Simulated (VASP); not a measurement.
# MgB2 (P6/mmm) in VASP: a series of runs

The runs below take MgB2 through electric field gradients, with PBE.

All numbers are computed with VASP 6.6.1; they aren't measurements. Logs are shortened: lines on timing, memory, paths and dates and some standing lists are left out, and cuts for length are marked.

## 1. The cell of the first run

It takes space group P6/mmm (No. 191, hexagonal). The conventional cell has a = 3.064 Å, b = 3.064 Å, c = 3.499 Å, α = 90.00°, β = 90.00°, γ = 120.00°. Within 3.3 Å of Mg (site symmetry 6/mmm) lie 12 B at 2.49 Å and 6 Mg at 3.06 Å. B (site symmetry -6m2) has 3 B at 1.77 Å within 2.3 Å.

## 2. Electric field gradients, PBE (volume scaled by 0.98)

The input, INCAR:

```
PREC = Accurate ; ENCUT = 520
EDIFF = 1E-8 ; ISMEAR = -1
SIGMA = 0.05 ; LREAL = F
LASPH = T ; NELM = 60
ALGO = Normal ; ISIF = 2
LWAVE = F ; LCHARG = F
GGA = PE ; LEFG = T
NBANDS = 11
```

The input, KPOINTS:

```
regular mesh
0
Gamma
  12 12 9
```

The input, POSCAR:

```
MgB2
1.0
    3.0642953789      0.0000000000      0.0000000000
   -1.5321476895      2.6537576429      0.0000000000
    0.0000000000      0.0000000000      3.4993549923
Mg B
1 2
Direct
    0.0000000000      0.0000000000      0.0000000000
    0.3333333333      0.6666666667      0.5000000000
    0.6666666667      0.3333333333      0.5000000000
```

Potentials or basis: VASP PAW PBE potentials, release 64 (Mg, B).

Started as:

```sh
cat potpaw_PBE.64/Mg/POTCAR potpaw_PBE.64/B/POTCAR > POTCAR
mpirun -np 1 vasp_std > vasp.out
```

OUTCAR:

```text
PREC = Accurate
   ENCUT = 520
   EDIFF = 1E-8
   ISMEAR = -1
   LREAL = F
   LASPH = T
   NELM = 60
   ISIF = 2
   GGA = PE

 ion  position               nearest neighbor table
   1  0.000  0.000  0.000-   2 2.49   3 2.49   2 2.49   3 2.49   3 2.49   3 2.49   2 2.49   2 2.49
                             3 2.49   3 2.49   2 2.49   2 2.49
   2  0.333  0.667  0.500-   3 1.77   3 1.77   3 1.77   1 2.49   1 2.49   1 2.49   1 2.49   1 2.49
                             1 2.49
   3  0.667  0.333  0.500-   2 1.77   2 1.77   2 1.77   1 2.49   1 2.49   1 2.49   1 2.49   1 2.49
                             1 2.49

  LATTYP: Found a hexagonal cell.
 ALAT       =     3.0642953789
 C/A-ratio  =     1.1419770484

  Lattice vectors:

 A1 = (   3.0642953789,   0.0000000000,   0.0000000000)
 A2 = (  -1.5321476895,   2.6537576429,   0.0000000000)
 A3 = (   0.0000000000,   0.0000000000,   3.4993549923)

Analysis of symmetry for initial positions (statically):
=====================================================================
 Subroutine PRICEL returns:
 Original cell was already a primitive cell.

 Routine SETGRP: Setting up the symmetry group for a
 hexagonal supercell.

 Subroutine GETGRP returns: Found 24 space group operations
 (whereof 24 operations were pure point group operations)
 out of a pool of 24 trial point group operations.

The static configuration has the point symmetry D_6h.

Analysis of symmetry for dynamics (positions and initial velocities):
=====================================================================
 Subroutine PRICEL returns:
 Original cell was already a primitive cell.

 Routine SETGRP: Setting up the symmetry group for a
 hexagonal supercell.

 Subroutine GETGRP returns: Found 24 space group operations
 (whereof 24 operations were pure point group operations)
 out of a pool of 24 trial point group operations.

The dynamic configuration has the point symmetry D_6h.

 Subroutine INISYM returns: Found 24 space group operations
 (whereof 24 operations are pure point group operations),
 and found     1 'primitive' translations

----------------------------------------------------------------------------------------
[... 139 lines left out ...]
  free energy    TOTEN  =       -15.32664438 eV

  energy without entropy =      -15.32233431  energy(sigma->0) =      -15.32448934

 E-fermi :   5.3652     XC(G=0): -10.9919

 val. band max:        5.3536893344   @ k =   0.4167   0.1667   0.1111
 cond. band min:       5.4053050401   @ k =   0.2500   0.2500   0.4444
 fundamental gap:      0.0516157058
 Fermi energy:         5.3651588574

 k-point     1 :       0.0000    0.0000    0.0000
  band No.  band energies     occupation
      1      -7.1371      2.00000
      2       2.4260      2.00000
      3       5.7672      0.00064
      4       5.7672      0.00064
      5       7.1126      0.00000
      6      11.7840      0.00000
      7      11.7840      0.00000
      8      13.6933      0.00000
      9      15.5042      0.00000
     10      18.2757      0.00000
     11      21.7388      0.00000
[... 309 lines left out ...]
 k-point    24 :       0.3333   -0.0000    0.1111
  band No.  band energies     occupation
      1      -5.1182      2.00000
      2       0.3341      2.00000
      3       3.5092      2.00000
      4       3.6824      2.00000
      5       9.2353      0.00000
      6      10.1096      0.00000
      7      10.9560      0.00000
      8      14.9877      0.00000
      9      17.4678      0.00000
     10      18.2801      0.00000
     11      18.3605      0.00000

 [... further k-points ...]
[... 5 lines left out ...]
  --------------------------------------------------------------------------------------
  -------------------------------------------------------------------------------------
  Total        0.3789307      0.3789307      0.2156465     -0.0000000      0.0000000      0.0000000
  in kB       21.3348936     21.3348936     12.1415205     -0.0000000      0.0000000      0.0000000
  external PRESSURE =      18.2704359 kB  Pullay stress =       0.0000000 kB

 VOLUME and BASIS-vectors are now :
 -----------------------------------------------------------------------------
  energy-cutoff  :      520.00
  volume of cell :       28.46
      direct lattice vectors                 reciprocal lattice vectors
     3.064295379  0.000000000  0.000000000     0.326339297  0.188412081  0.000000000
    -1.532147689  2.653757643  0.000000000     0.000000000  0.376824162  0.000000000
     0.000000000  0.000000000  3.499354992     0.000000000  0.000000000  0.285766949

 POSITION                                       TOTAL-FORCE (eV/Angst)
 -----------------------------------------------------------------------------------
      0.00000      0.00000      0.00000         0.000000      0.000000      0.000000
     -0.00000      1.76917      1.74968        -0.000000      0.000000      0.000000
      1.53215      0.88459      1.74968         0.000000      0.000000     -0.000000
 -----------------------------------------------------------------------------------
    total drift:                                0.000000     -0.000000      0.000000

  FREE ENERGIE OF THE ION-ELECTRON SYSTEM (eV)
  ---------------------------------------------------
  free  energy   TOTEN  =       -15.3266443781 eV

  energy  without entropy=      -15.3223343050  energy(sigma->0) =      -15.32448934

 Electric field gradients (V/A^2)
---------------------------------------------------------------------
 ion       V_xx      V_yy      V_zz      V_xy      V_xz      V_yz
---------------------------------------------------------------------
   1       0.090     0.090    -0.179    -0.000    -0.000     0.000
   2      -9.850    -9.850    19.699    -0.000     0.000     0.000
   3      -9.850    -9.850    19.699    -0.000     0.000     0.000
---------------------------------------------------------------------

 Electric field gradients after diagonalization (V/A^2)
 (convention: |V_zz| > |V_xx| > |V_yy|)
----------------------------------------------------------------------
 ion       V_xx      V_yy      V_zz     asymmetry (V_yy - V_xx)/ V_zz
----------------------------------------------------------------------
   1       0.090     0.090    -0.179       0.000
   2      -9.850    -9.850    19.699       0.000
   3      -9.850    -9.850    19.699       0.000
----------------------------------------------------------------------

           NMR quadrupolar parameters

 Cq : quadrupolar parameter    Cq=e*Q*V_zz/h
 eta: asymmetry parameters     (V_yy - V_xx)/ V_zz
 Q  : nuclear electric quadrupole moment in mb (millibarn)
----------------------------------------------------------------------
 ion       Cq(MHz)       eta       Q (mb)
----------------------------------------------------------------------
   1      -0.000       0.000       1.000
   2       0.048       0.000       1.000
   3       0.048       0.000       1.000
----------------------------------------------------------------------
```

Wall time 22 s (1 thread of Intel Xeon Platinum 8259CL at 2.50GHz (Skylake/Cascade Lake), shared host); peak memory 0.16 GiB.

What came out:

```yaml
Free_energy: -15.3266 eV
Pressure: 1.8 GPa
Band_gap_on_the_k_mesh: zero (band 4 reaches 7.21 eV, above the bottom of band 5 at 3.46 eV)
```

Electric field gradients, principal values (V/Å²):
```
atom   least  middle  greatest (by size)
1 Mg   0.090   0.090              -0.179
 2 B  -9.850  -9.850              19.699
 3 B  -9.850  -9.850              19.699
```

Caveat: without QUAD_EFG the Cq values of the log hold for a quadrupole moment of 1 mb, not for the nuclei.

## 3. Electric field gradients, PBE (volume scaled by 1.01)

The input, INCAR:

```
SYSTEM = MgB2
ALGO = Normal
EDIFF = 1E-8
ENCUT = 520
GGA = PE
ISIF = 2
ISMEAR = -1
LASPH = .True.
LCHARG = .False.
LEFG = .True.
LREAL = .False.
LWAVE = .False.
NBANDS = 11
NELM = 60
PREC = Accurate
SIGMA = 0.05
```

The input, KPOINTS:

```
k-points
0
Gamma
  12 12 9
  0 0 0
```

The input, POSCAR:

```
MgB2
1.0
    3.0952499526      0.0000000000      0.0000000000
   -1.5476249763      2.6805650900      0.0000000000
    0.0000000000      0.0000000000      3.5347044049
Mg B
1 2
Direct
    0.0000000000      0.0000000000      0.0000000000
    0.3333333333      0.6666666667      0.5000000000
    0.6666666667      0.3333333333      0.5000000000
```

Potentials or basis: VASP PAW PBE potentials, release 64 (Mg, B).

Started as:

```sh
cat potpaw_PBE.64/Mg/POTCAR potpaw_PBE.64/B/POTCAR > POTCAR
mpirun -np 1 vasp_std > vasp.out
```

OUTCAR:

```text
SYSTEM = MgB2
   EDIFF = 1E-8
   ENCUT = 520
   GGA = PE
   ISIF = 2
   ISMEAR = -1
   LASPH = .True.
   LREAL = .False.
   NELM = 60
   PREC = Accurate

 ion  position               nearest neighbor table
   1  0.000  0.000  0.000-   2 2.51   3 2.51   2 2.51   3 2.51   2 2.51   2 2.51   3 2.51   3 2.51
                             3 2.51   3 2.51   2 2.51   2 2.51
   2  0.333  0.667  0.500-   3 1.79   3 1.79   3 1.79   1 2.51   1 2.51   1 2.51   1 2.51   1 2.51
                             1 2.51
   3  0.667  0.333  0.500-   2 1.79   2 1.79   2 1.79   1 2.51   1 2.51   1 2.51   1 2.51   1 2.51
                             1 2.51

  LATTYP: Found a hexagonal cell.
 ALAT       =     3.0952499526
 C/A-ratio  =     1.1419770484

  Lattice vectors:

 A1 = (   3.0952499526,   0.0000000000,   0.0000000000)
 A2 = (  -1.5476249763,   2.6805650900,   0.0000000000)
 A3 = (   0.0000000000,   0.0000000000,   3.5347044049)

Analysis of symmetry for initial positions (statically):
=====================================================================
 Subroutine PRICEL returns:
 Original cell was already a primitive cell.

 Routine SETGRP: Setting up the symmetry group for a
 hexagonal supercell.

 Subroutine GETGRP returns: Found 24 space group operations
 (whereof 24 operations were pure point group operations)
 out of a pool of 24 trial point group operations.

The static configuration has the point symmetry D_6h.

Analysis of symmetry for dynamics (positions and initial velocities):
[... 176 lines left out ...]
      7      11.4397      0.00000
      8      13.1513      0.00000
      9      15.0266      0.00000
     10      17.7328      0.00000
     11      21.2478      0.00000
[... 309 lines left out ...]
 k-point    24 :       0.3333    0.0000    0.1111
  band No.  band energies     occupation
      1      -5.1876      2.00000
      2       0.1804      2.00000
      3       3.3349      2.00000
      4       3.4966      2.00000
      5       8.9650      0.00000
      6       9.7905      0.00000
      7      10.5124      0.00000
      8      14.5337      0.00000
      9      16.9680      0.00000
     10      17.7607      0.00000
     11      17.9072      0.00000

 [... further k-points ...]
[... 5 lines left out ...]
  --------------------------------------------------------------------------------------
  -------------------------------------------------------------------------------------
  Total       -0.5632663     -0.5632663     -0.3817944      0.0000000     -0.0000000      0.0000000
  in kB      -30.7715379    -30.7715379    -20.8576298      0.0000000     -0.0000000      0.0000000
  external PRESSURE =     -27.4669019 kB  Pullay stress =       0.0000000 kB

 VOLUME and BASIS-vectors are now :
 -----------------------------------------------------------------------------
  energy-cutoff  :      520.00
  volume of cell :       29.33
      direct lattice vectors                 reciprocal lattice vectors
     3.095249953  0.000000000  0.000000000     0.323075685  0.186527834  0.000000000
    -1.547624976  2.680565090  0.000000000     0.000000000  0.373055668  0.000000000
     0.000000000  0.000000000  3.534704405     0.000000000  0.000000000  0.282909088

 POSITION                                       TOTAL-FORCE (eV/Angst)
 -----------------------------------------------------------------------------------
      0.00000      0.00000      0.00000        -0.000000      0.000000      0.000000
     -0.00000      1.78704      1.76735        -0.000000     -0.000000      0.000000
      1.54762      0.89352      1.76735         0.000000     -0.000000     -0.000000
 -----------------------------------------------------------------------------------
    total drift:                                0.000000     -0.000000      0.000000

  FREE ENERGIE OF THE ION-ELECTRON SYSTEM (eV)
  ---------------------------------------------------
  free  energy   TOTEN  =       -15.3241602054 eV

  energy  without entropy=      -15.3198586909  energy(sigma->0) =      -15.32200945

 Electric field gradients (V/A^2)
---------------------------------------------------------------------
 ion       V_xx      V_yy      V_zz      V_xy      V_xz      V_yz
---------------------------------------------------------------------
   1       0.072     0.072    -0.144    -0.000     0.000    -0.000
   2      -9.752    -9.752    19.504    -0.000     0.000     0.000
   3      -9.752    -9.752    19.504    -0.000     0.000     0.000
---------------------------------------------------------------------

 Electric field gradients after diagonalization (V/A^2)
 (convention: |V_zz| > |V_xx| > |V_yy|)
----------------------------------------------------------------------
 ion       V_xx      V_yy      V_zz     asymmetry (V_yy - V_xx)/ V_zz
----------------------------------------------------------------------
   1       0.072     0.072    -0.144       0.000
   2      -9.752    -9.752    19.504       0.000
   3      -9.752    -9.752    19.504       0.000
----------------------------------------------------------------------

           NMR quadrupolar parameters

 Cq : quadrupolar parameter    Cq=e*Q*V_zz/h
 eta: asymmetry parameters     (V_yy - V_xx)/ V_zz
 Q  : nuclear electric quadrupole moment in mb (millibarn)
----------------------------------------------------------------------
 ion       Cq(MHz)       eta       Q (mb)
----------------------------------------------------------------------
   1      -0.000       0.000       1.000
   2       0.047       0.000       1.000
   3       0.047       0.000       1.000
----------------------------------------------------------------------
```

OSZICAR:

```text
N       E                     dE             d eps       ncg     rms          rms(c)
DAV:   1     0.528774417619E+01    0.52877E+01   -0.38255E+03  2234   0.612E+02
DAV:   2    -0.163286201327E+02   -0.21616E+02   -0.20443E+02  2663   0.106E+02
DAV:   3    -0.169744082210E+02   -0.64579E+00   -0.64364E+00  2708   0.152E+01
DAV:   4    -0.169761442846E+02   -0.17361E-02   -0.17359E-02  2457   0.833E-01
DAV:   5    -0.169761509168E+02   -0.66322E-05   -0.66325E-05  2540   0.542E-02    0.517E+00
DAV:   6    -0.155659707284E+02    0.14102E+01   -0.17509E+00  2389   0.610E+00    0.249E+00
DAV:   7    -0.153308113288E+02    0.23516E+00   -0.97519E-01  2438   0.453E+00    0.761E-01
DAV:   8    -0.153349343163E+02   -0.41230E-02   -0.12459E-01  2329   0.185E+00    0.416E-01
DAV:   9    -0.153243374405E+02    0.10597E-01   -0.24591E-02  2312   0.716E-01    0.750E-02
DAV:  10    -0.153241687114E+02    0.16873E-03   -0.18131E-03  2539   0.231E-01    0.262E-02
DAV:  11    -0.153241603795E+02    0.83318E-05   -0.75850E-05  2341   0.533E-02    0.351E-03
DAV:  12    -0.153241602808E+02    0.98762E-07   -0.20020E-06  2378   0.770E-03    0.191E-03
DAV:  13    -0.153241602140E+02    0.66758E-07   -0.32112E-07  2444   0.315E-03    0.218E-04
DAV:  14    -0.153241602054E+02    0.86435E-08   -0.12167E-08  1962   0.688E-04
   1 F= -.15324160E+02 E0= -.15322009E+02  d E =-.430151E-02
```

stdout:

```text
POSCAR found type information on POSCAR MgB
 POSCAR found :  2 types and       3 ions
 scaLAPACK will be used
 LDA part: xc-table for (Slater+PW92), standard interpolation
 POSCAR, INCAR and KPOINTS ok, starting setup
 FFT: planning ... GRIDC
 FFT: planning ... GRID_SOFT
 FFT: planning ... GRID
 WAVECAR not read
 entering main loop
ion   1

ion   2

ion   3
```

Run time: 22 s. Hardware: 1 thread of Intel Xeon Platinum 8259CL at 2.50GHz (Skylake/Cascade Lake), shared host; peak memory 0.16 GiB.

What came out:

- Free energy: -15.3242 eV
- Pressure: -2.7 GPa
- Band gap on the k mesh: zero (band 4 reaches 6.98 eV, above the bottom of band 5 at 3.29 eV)

Electric field gradients, principal values (V/Å²):
| atom | least | middle | greatest (by size) |
| --- | --- | --- | --- |
| 1 Mg | 0.072 | 0.072 | -0.144 |
| 2 B | -9.752 | -9.752 | 19.504 |
| 3 B | -9.752 | -9.752 | 19.504 |

Caveat: without QUAD_EFG the Cq values of the log hold for a quadrupole moment of 1 mb, not for the nuclei.

(Continued in part 2 of 2.)
